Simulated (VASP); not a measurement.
GaN: single point with PBEsol-based global hybrid

Crystal: GaN.

```
CELL_PARAMETERS angstrom
5.23038 0.00000 0.00000
-2.61519 4.52964 0.00000
0.00000 0.00000 3.39010
ATOMIC_POSITIONS crystal
Ga 0.00000 0.00000 0.50000
N 0.00000 0.00000 0.00000
```

* Program: VASP 6.6.1
* Task: single point
* Functional: PBEsol-based global hybrid
* Potentials or basis: VASP PAW PBE potentials, release 64 (Ga_d, N)
* Cutoff: 520 eV
* k mesh: 3 × 3 × 4
* Occupations: fermi-dirac, width 0.05 eV
* Spin: no spin polarisation
* Dipole correction: no
* Grid for exact exchange (PRECFOCK): Normal
* Share of exact exchange: 0.25
* Further INCAR settings: ALGO = Normal; EDIFF = 1e-06; NBANDS = 16

```json
{
 "Pressure": "-2.0 GPa",
 "Band gap on the k mesh": "3.14 eV, indirect (least direct gap 4.98 eV)"
}
```

Stress tensor (GPa, compression positive):
```
-0.02  0.00  0.00
 0.00 -0.02  0.00
 0.00  0.00 -6.09
```

Levels at points of the mesh, in eV from the valence-band top:
| k point | band 5 | band 6 | band 7 | band 8 | band 9 | band 10 | band 11 | band 12 | band 13 | band 14 |
| --- | --- | --- | --- | --- | --- | --- | --- | --- | --- | --- |
| (0.00, 0.00, 0.00) | -16.37 | -12.98 | -3.87 | -1.83 | -1.83 | 3.14 | 8.14 | 9.95 | 9.95 | 10.04 |
| (0.00, 0.00, 0.50) | -16.48 | -14.21 | -6.81 | 0.00 | 0.00 | 6.41 | 6.41 | 7.39 | 8.34 | 12.96 |

Run time: 6.9 min on 1 thread of Intel Xeon 6975P-C (shared host), peak memory 0.21 GiB.

Caveat: the k points lie up to 0.46 Å⁻¹ apart; the PAW data sets were made with another functional, which shifts forces and pressure a little. A k mesh can miss the band edges.
